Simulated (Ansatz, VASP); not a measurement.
## One calculation of HfO2, two programs

```
Hf O
1.0
     5.11500    0.00000    0.00000
     0.00000   -5.11500    0.00000
     0.00000    0.00000   -5.11500
Hf O
4 8
Direct
  0.00000 0.50000 0.50000
  0.50000 0.00000 0.50000
  0.50000 0.50000 0.00000
  0.00000 0.00000 0.00000
  0.25000 0.25000 0.25000
  0.75000 0.75000 0.25000
  0.75000 0.25000 0.75000
  0.25000 0.75000 0.75000
  0.75000 0.75000 0.75000
  0.25000 0.25000 0.75000
  0.25000 0.75000 0.25000
  0.75000 0.25000 0.25000
```

Alike in both runs: task single point; functional PBE; k mesh 6 × 6 × 6; occupations gaussian, width 0.05 eV; no spin polarisation.

```csv
,VASP,Ansatz
version,VASP 6.6.1,Ansatz 0.2.0
potentials or method,"VASP PAW PBE potentials, release 64 (Hf_pv, O), cutoff 520 eV","scalar-relativistic, plane waves, PAW"
valence electrons in the cell,88,152
```

|  | VASP | Ansatz | Ansatz less VASP |
| --- | --- | --- | --- |
| gap on the k mesh at the Fermi level (eV) | 3.73 | 3.72 | -0.009 |
| least direct gap on the mesh (eV) | 3.73 | 3.72 | -0.009 |
| pressure (GPa) | -6.0 | -2.5 | +3.54 |

VASP's potentials hold 88 valence electrons a cell and Ansatz's 152, so a difference there can come from the potentials and not from the codes.

Neither program's run includes spin-orbit coupling.
